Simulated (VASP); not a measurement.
The system is HgTe.

```xyz
2
Lattice="0.0000 3.2145 3.2145 3.2145 0.0000 3.2145 3.2145 3.2145 0.0000" Properties=species:S:1:pos:R:3 pbc="T T T"
Hg    0.0000    0.0000    0.0000
Te    1.6073    1.6073    1.6073
```

Base run:

```yaml
Program: VASP 6.6.1
Functional: PBE
Potentials_or_basis: VASP PAW PBE potentials, release 64 (Hg, Te)
Cutoff: 500 eV
k_mesh: 10 × 10 × 10
Occupations: gaussian, width 0.1 eV
Spin: no spin polarisation
```

Its results: band gap on the k mesh zero (filled and empty bands touch); pressure 4.6 GPa.

Question: The run is repeated on the same cell with these changes: k mesh from 10 × 10 × 10 to 4 × 4 × 4. What comes out?

Answer: Band gap on the k mesh zero (filled and empty bands touch); pressure 5.1 GPa.

Caveats: some runs use coarse meshes; semilocal functionals underestimate gaps, so a narrow gap can read as zero; spin-orbit coupling is left out, which moves the levels of the heavy elements; the cell stands under pressure (at least some runs).
